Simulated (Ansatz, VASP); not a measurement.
**LuPd in VASP and in Ansatz**

```
Lu Pd
1.0
     3.41500   -0.01707   -0.01707
    -0.01707    3.41500   -0.01707
    -0.01707   -0.01707    3.41500
Lu Pd
1 1
Direct
  0.00000 0.00000 0.00000
  0.50000 0.50000 0.50000
```

Change from the starting cell: equal xy, yz and zx shear strains of -1 %.

Alike in both runs: task single point; functional PBEsol; k mesh 10 × 10 × 10; occupations fermi-dirac, width 0.05 eV; no spin polarisation.

|  | VASP | Ansatz |
| --- | --- | --- |
| version | VASP 6.6.1 | Ansatz 0.2.0 |
| potentials or method | VASP PAW PBE potentials, release 64 (Lu, Pd), cutoff 520 eV | all-electron LAPW, scalar-relativistic |

Ansatz gave:

```
pressure (GPa)                                                : -2.2
traceless stress, the component that is largest in VASP (GPa) : 0.37
```

Estimate VASP's values.

pressure (GPa): -2.0; traceless stress, the component that is largest in VASP (GPa): 0.38.

VASP's potentials were made for PBE, not for PBEsol. Ansatz ran all-electron here, and VASP with PAW potentials.

Spin-orbit coupling is off throughout.
